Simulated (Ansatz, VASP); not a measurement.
# CaO: VASP beside Ansatz

```
CELL_PARAMETERS angstrom
0.00000 2.40550 2.40550
2.40550 0.00000 2.40550
2.40550 2.40550 0.00000
ATOMIC_POSITIONS crystal
Ca 0.00000 0.00000 0.00000
O 0.50000 0.50000 0.50000
```

Alike in both runs: task single point; functional PBEsol; k mesh 6 × 6 × 6; occupations gaussian, width 0.1 eV; no spin polarisation.

|  | VASP | Ansatz |
| --- | --- | --- |
| version | VASP 6.6.1 | Ansatz 0.2.0 |
| potentials or method | VASP PAW PBE potentials, release 64 (Ca_sv, O), cutoff 600 eV | scalar-relativistic, plane waves, PAW |
| valence electrons in the cell | 16 | 16 |

VASP gave:

```
gap on the k mesh at the Fermi level (eV) : 3.54
least direct gap on the mesh (eV)         : 3.91
pressure (GPa)                            : -2.5
```

Q: What did Ansatz give for the same quantities?

A: gap on the k mesh at the Fermi level (eV): 3.56; least direct gap on the mesh (eV): 3.93; pressure (GPa): -3.0.

VASP's potentials were made for PBE, not for PBEsol, and Ansatz warns of the same on its side.
